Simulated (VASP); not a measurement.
# SnO2 (C222_1) in VASP: further runs

SnO2 is run at these levels: PBE+D3(BJ); tasks: single point.

Everything below comes from runs of VASP 6.6.1. Logs are shortened: lines on timing, memory, paths and dates and some standing lists are left out, and cuts for length are marked.

### 1 The cell of the first run

Symmetry: C222_1, No. 20, orthorhombic system. Conventional cell: a = 3.185 Å, b = 5.516 Å, c = 10.251 Å, α = 90.00°, β = 90.00°, γ = 90.00°. Within 2.8 Å of Sn (site symmetry 2) lie 6 O at 2.09 to 2.10 Å. Within 2.8 Å of O (site symmetry 1) lie 3 Sn at 2.09 to 2.10 Å and 3 O at 2.73 Å.

### 2 Single point, PBE+D3(BJ) (atoms displaced along a vibrational mode, the cell strained)

Contents of INCAR:

```
  ALGO = Normal
  EDIFF = 1E-7
  ENCUT = 520
  GGA = PE
  ISIF = 2
  ISMEAR = 0
  IVDW = 12
  LASPH = T
  LCHARG = F
  LREAL = F
  LWAVE = F
  NBANDS = 35
  NELM = 80
  PREC = Accurate
  SIGMA = 0.05
```

Contents of KPOINTS:

```
k-points
0
Gamma
  12 12 4
```

Contents of POSCAR:

```
SnO2
1.0
    3.1846371011      0.0000000000      0.0000000000
   -1.5923185505      2.7579766314      0.0000000000
    0.0000000000      0.0000000000     10.2508826396
Sn O
2 4
Direct
   -0.1299952337      0.0000000000      0.5000000000
    0.1299952337      0.0000000000      0.0000000000
    0.5350373549      0.3333333333      0.4018520904
    0.7982959785      0.3333333333      0.0981479096
    0.2017040215      0.6666666667      0.5981479096
    0.4649626451      0.6666666667      0.9018520904
```

Potentials or basis: VASP PAW PBE potentials, release 64 (Sn_d, O).

Started as:

```bash
$ cat potpaw_PBE.64/Sn_d/POTCAR potpaw_PBE.64/O/POTCAR > POTCAR
$ mpirun -np 1 vasp_std > vasp.out
```

OUTCAR:

```text
EDIFF = 1E-7
   ENCUT = 520
   GGA = PE
   ISIF = 2
   ISMEAR = 0
   IVDW = 12
   LASPH = T
   LREAL = F
   NELM = 80
   PREC = Accurate
 IVDW          = 12

 ion  position               nearest neighbor table
   1  0.870  0.000  0.500-   5 2.09   3 2.09   3 2.10   5 2.10   3 2.10   5 2.10
   2  0.130  0.000  0.000-   4 2.09   6 2.09   6 2.10   4 2.10   6 2.10   4 2.10
   3  0.535  0.333  0.402-   1 2.09   1 2.10   1 2.10
   4  0.798  0.333  0.098-   2 2.09   2 2.10   2 2.10
   5  0.202  0.667  0.598-   1 2.09   1 2.10   1 2.10
   6  0.465  0.667  0.902-   2 2.09   2 2.10   2 2.10

  LATTYP: Found a hexagonal cell.
 ALAT       =     3.1846371011
 C/A-ratio  =     3.2188542412

  Lattice vectors:

 A1 = (   3.1846371011,   0.0000000000,   0.0000000000)
 A2 = (  -1.5923185505,   2.7579766314,   0.0000000000)
 A3 = (   0.0000000000,   0.0000000000,  10.2508826396)

Analysis of symmetry for initial positions (statically):
=====================================================================
 Subroutine PRICEL returns:
 Original cell was already a primitive cell.

 Routine SETGRP: Setting up the symmetry group for a
 hexagonal supercell.

 Subroutine GETGRP returns: Found  4 space group operations
 (whereof  2 operations were pure point group operations)
 out of a pool of 24 trial point group operations.

The static configuration has the point symmetry C_2 .
 The point group associated with its full space group is D_2 .

Analysis of symmetry for dynamics (positions and initial velocities):
=====================================================================
 Subroutine PRICEL returns:
 Original cell was already a primitive cell.

 Routine SETGRP: Setting up the symmetry group for a
 hexagonal supercell.

 Subroutine GETGRP returns: Found  4 space group operations
 (whereof  2 operations were pure point group operations)
 out of a pool of 24 trial point group operations.

The dynamic configuration has the point symmetry C_2 .
 The point group associated with its full space group is D_2 .

 Subroutine INISYM returns: Found  4 space group operations
 (whereof  2 operations are pure point group operations),
 and found     1 'primitive' translations

----------------------------------------------------------------------------------------

                                     Primitive cell

  volume of cell :      90.0351

  direct lattice vectors                    reciprocal lattice vectors
     3.184637101  0.000000000  0.000000000     0.314007521  0.181292327  0.000000000
    -1.592318550  2.757976631  0.000000000     0.000000000  0.362584653  0.000000000
     0.000000000  0.000000000 10.250882640     0.000000000  0.000000000  0.097552575

  length of vectors
     3.184637101  3.184637101 10.250882640     0.362584653  0.362584653  0.097552575

  position of ions in fractional coordinates (direct lattice)
     0.870004766  0.000000000  0.500000000
     0.129995234  0.000000000  0.000000000
     0.535037355  0.333333333  0.401852090
     0.798295979  0.333333333  0.098147910
     0.201704021  0.666666667  0.598147910
     0.464962645  0.666666667  0.901852090

  ion indices of the primitive-cell ions
   primitive index   ion index
                 1           1
                 2           2
                 3           3
                 4           4
                 5           5
                 6           6

----------------------------------------------------------------------------------------

 KPOINTS: k-points

Automatic generation of k-mesh.
 Grid dimensions read from file:
 generate k-points for:   12   12    4

 Generating k-lattice:

  Cartesian coordinates                     Fractional coordinates (reciprocal lattice)
     0.026167293  0.015107694  0.000000000     0.083333333 -0.000000000  0.000000000
     0.000000000  0.030215388  0.000000000     0.000000000  0.083333333  0.000000000
     0.000000000  0.000000000  0.024388144     0.000000000  0.000000000  0.250000000

  Length of vectors
     0.030215388  0.030215388  0.024388144

  Shift w.r.t. Gamma in fractional coordinates (k-lattice)
     0.000000000  0.000000000  0.000000000

 Subroutine IBZKPT returns following result:
 ===========================================

 Found    129 irreducible k-points:

 Following reciprocal coordinates:
            Coordinates               Weight
  0.000000  0.000000  0.000000      1.000000
  0.083333  0.000000  0.000000      4.000000
  0.000000  0.083333  0.000000      2.000000
  0.166667 -0.000000  0.000000      4.000000
  0.000000  0.166667  0.000000      2.000000
  0.250000  0.000000  0.000000      4.000000
[... 16 lines left out ...]
 -0.083333  0.416667  0.000000      4.000000
 -0.416667  0.333333  0.000000      4.000000
 [... further k-points ...]
   k-points           NKPTS =    129   k-points in BZ     NKDIM =    129   number of bands    NBANDS=     35
   number of dos      NEDOS =    301   number of ions     NIONS =      6
   total plane-waves  NPLWV =  46080
   dimension x,y,z NGX =    24 NGY =   24 NGZ =   80
   dimension x,y,z NGXF=    48 NGYF=   48 NGZF=  160
   ions per type =               2   4
   NGX,Y,Z   is equivalent  to a cutoff of  12.53, 12.53, 12.97 a.u.
   NGXF,Y,Z  is equivalent  to a cutoff of  25.06, 25.06, 25.95 a.u.
 SYSTEM =  unknown system
   PREC   = accura    normal or accurate (medium, high low for compatibility)
   ISTART =      0    job   : 0-new  1-cont  2-samecut
   ICHARG =      2    charge: 1-file 2-atom 10-const
   ISPIN  =      1    spin polarized calculation?
   LNONCOLLINEAR =      F non collinear calculations
   LSORBIT =      F    spin-orbit coupling
   LASPH  =      T    aspherical Exc in radial PAW
   ENCUT  =  520.0 eV  38.22 Ry    6.18 a.u.   5.92  5.92 19.06*2*pi/ulx,y,z
   NELM   =     80;   NELMIN=  2; NELMDL= -5     # of ELM steps
   EDIFF  = 0.1E-06   stopping-criterion for ELM
   LREAL  =      F    real-space projection
   EDIFFG = 0.1E-05   stopping-criterion for IOM
   NSW    =      0    number of steps for IOM
   IBRION =     -1    ionic relax: 0-MD 1-quasi-New 2-CG
   NFREE  =      0    steps in history (QN), initial steepest desc. (CG)
   ISIF   =      2    stress and relaxation
   ISYM   =      2    0-nonsym 1-usesym 2-fastsym
   POTIM  = 0.5000    time-step for ionic-motion
   TEBEG  =    0.0;   TEEND  =   0.0 temperature during run
   PSTRESS=    0.0 pullay stress
   NELECT =      52.0000    total number of electrons
   NUPDOWN=      -1.0000    fix difference up-down
   EMIN   =  10.00;   EMAX   =-10.00  energy-range for DOS
   EFERMI =   0.00;   METHOD = LEGACY
   ISMEAR =     0;   SIGMA  =   0.05  broadening in eV -4-tet -1-fermi 0-gaus
   EFERMI_NEDOS =   21; number of points for ismear=-14 and -15
   IALGO  =     38    algorithm
   IMIX   =      4    mixing-type and parameters
     AMIX     =   0.40;   BMIX     =  1.00
     AMIX_MAG =   1.60;   BMIX_MAG =  1.00
  volume/ion in A,a.u.               =      15.01       101.26
  Fermi-wavevector in a.u.,A,eV,Ry     =   1.363344  2.576346 25.289230  1.858706
  Thomas-Fermi vector in A             =   2.489755
   LORBIT       =      0    0 simple, 1 ext, 2 COOP (PROOUT), +10 PAW based schemes
   GGA     = PE    functional components
   LHFCALC =     F    Hartree Fock is set to
   AEXX    =    0.0000 exact exchange contribution
   IVDW    =    12    specifies the selected vdW correction
   LEPSILON=     F    determine dielectric tensor
   LRPA    =     F    only Hartree local field effects (RPA)
 non-spin polarized calculation
 Gauss-broadening in eV      SIGMA  =   0.05
  energy-cutoff  :      520.00
  volume of cell :       90.04
 maximum number of plane-waves:      2445
   NGX = 11   NGY = 11   NGZ = 39

 number of electron      51.9999997 magnetization

 Free energy of the ion-electron system (eV)
  ---------------------------------------------------
  ext. energy  EPLUGINS =         0.00000000
  ---------------------------------------------------
  free energy    TOTEN  =       -36.27759910 eV

  energy without entropy =      -36.27759910  energy(sigma->0) =      -36.27759910

 E-fermi :   3.1712     XC(G=0):  -9.6508

 val. band max:        2.8741026925   @ k =  -0.1667   0.4167   0.0000
 cond. band min:       5.1620337571   @ k =   0.0000   0.0000   0.0000
 fundamental gap:      2.2879310647
 Fermi energy:         3.1712200998

 k-point     1 :       0.0000    0.0000    0.0000
  band No.  band energies     occupation
      1     -17.1780      2.00000
      2     -17.1763      2.00000
      3     -16.9057      2.00000
      4     -16.9057      2.00000
      5     -16.9055      2.00000
      6     -16.9055      2.00000
[... 27 lines left out ...]
     34      14.3790      0.00000
     35      14.3982      0.00000

 k-point     2 :       0.0833    0.0000    0.0000
  band No.  band energies     occupation
      1     -17.1450      2.00000
      2     -17.1435      2.00000
      3     -16.9699      2.00000
      4     -16.9692      2.00000
      5     -16.8888      2.00000
      6     -16.8888      2.00000
[... 27 lines left out ...]
     34      14.4819      0.00000
     35      14.5325      0.00000

 k-point     3 :       0.0000    0.0833    0.0000
  band No.  band energies     occupation
      1     -17.1450      2.00000
      2     -17.1436      2.00000
      3     -16.9702      2.00000
      4     -16.9694      2.00000
      5     -16.8885      2.00000
      6     -16.8885      2.00000
[... 27 lines left out ...]
     34      14.4714      0.00000
     35      14.5325      0.00000
[... 723 lines left out ...]
 k-point    23 :      -0.0833    0.4167    0.0000
  band No.  band energies     occupation
      1     -17.6749      2.00000
      2     -17.6705      2.00000
      3     -16.8813      2.00000
      4     -16.8806      2.00000
      5     -16.8204      2.00000
      6     -16.8200      2.00000
[... 27 lines left out ...]
     34      14.9891      0.00000
     35      14.9999      0.00000

 k-point    24 :      -0.4167    0.3333    0.0000
  band No.  band energies     occupation
      1     -17.6743      2.00000
      2     -17.6706      2.00000
      3     -16.8815      2.00000
      4     -16.8808      2.00000
      5     -16.8208      2.00000
      6     -16.8204      2.00000
[... 27 lines left out ...]
     34      14.9418      0.00000
     35      15.0010      0.00000

 [... further k-points ...]

------------------------ aborting loop because EDIFF is reached ----------------------------------------

 Edisp (eV)   -1.01401

 E8    (eV) :    -0.3972

  FORCE on cell =-STRESS in cart. coord.  units (eV):
  Direction    XX          YY          ZZ          XY          YZ          ZX
  --------------------------------------------------------------------------------------
  -------------------------------------------------------------------------------------
  Total       3.04551     2.92055     0.91881     0.00000     0.00000     0.00000
  in kB      54.19501    51.97135    16.35030     0.00000     0.00000     0.00000
  external pressure =       40.84 kB  Pullay stress =        0.00 kB

 VOLUME and BASIS-vectors are now :
 -----------------------------------------------------------------------------
  energy-cutoff  :      520.00
  volume of cell :       90.04
      direct lattice vectors                 reciprocal lattice vectors
     3.184637101  0.000000000  0.000000000     0.314007521  0.181292327  0.000000000
    -1.592318550  2.757976631  0.000000000     0.000000000  0.362584653  0.000000000
     0.000000000  0.000000000 10.250882640     0.000000000  0.000000000  0.097552575

 POSITION                                       TOTAL-FORCE (eV/Angst)
 -----------------------------------------------------------------------------------
      2.77065      0.00000      5.12544        -0.089322      0.000000      0.000000
      0.41399      0.00000      0.00000         0.089322      0.000000      0.000000
      1.17313      0.91933      4.11934         0.011263     -0.004555     -0.375445
      2.01151      0.91933      1.00610        -0.011263     -0.004555      0.375445
     -0.41919      1.83865      6.13154         0.011263      0.004555      0.375445
      0.41919      1.83865      9.24478        -0.011263      0.004555     -0.375445
 -----------------------------------------------------------------------------------
    total drift:                               -0.000000     -0.000000      0.000000

  FREE ENERGIE OF THE ION-ELECTRON SYSTEM (eV)
  ---------------------------------------------------
  free  energy   TOTEN  =       -37.2916100448 eV

  energy  without entropy=      -37.2916100448  energy(sigma->0) =      -37.29161004
```

It took 2.7 min on 1 thread of Intel Xeon Platinum 8559C (Emerald Rapids), shared host; peak memory 0.43 GiB.

What came out:

```yaml
Free_energy: -37.2916 eV
Pressure: 4.1 GPa
Largest_force: 0.376 eV/Å
Band_gap_on_the_k_mesh: 2.29 eV (least direct gap 2.66 eV)
Dispersion_energy_per_atom: -0.169 eV
```

Forces on the atoms (eV/Å):
```
Sn  -0.089  0.000  0.000
Sn   0.089  0.000  0.000
O    0.011 -0.005 -0.375
O   -0.011 -0.005  0.375
O    0.011  0.005  0.375
O   -0.011  0.005 -0.375
```

Stress tensor (GPa, compression positive):
```
5.42 0.00 0.00
0.00 5.20 0.00
0.00 0.00 1.64
```

Levels at points of the mesh, in eV from the valence-band top:
```csv
k point,band 22,band 23,band 24,band 25,band 26,band 27,band 28,band 29,band 30,band 31
"(0.00, 0.00, 0.00)",-0.88,-0.87,-0.87,-0.85,-0.37,2.29,3.20,5.66,5.99,10.82
"(0.50, 0.00, 0.00)",-1.24,-0.55,-0.51,-0.47,-0.11,5.48,5.60,7.20,7.71,10.30
"(0.00, 0.50, 0.00)",-1.20,-0.54,-0.53,-0.52,-0.05,5.47,5.62,7.13,7.85,10.17
"(0.00, 0.00, 0.50)",-0.87,-0.87,-0.87,-0.80,-0.80,2.76,2.76,5.84,5.84,10.87
"(0.50, 0.00, 0.50)",-1.39,-0.53,-0.53,-0.28,-0.28,5.55,5.55,7.44,7.44,10.52
"(0.00, 0.50, 0.50)",-1.40,-0.53,-0.53,-0.27,-0.27,5.55,5.55,7.47,7.47,10.36
```

Caveat: the cell differs from its parent crystal (atoms displaced along a vibrational mode, the cell strained); the cell stands under pressure; spin-orbit coupling is left out, which moves the levels of the heavy elements.

(Part 1 of 2 ends here.)
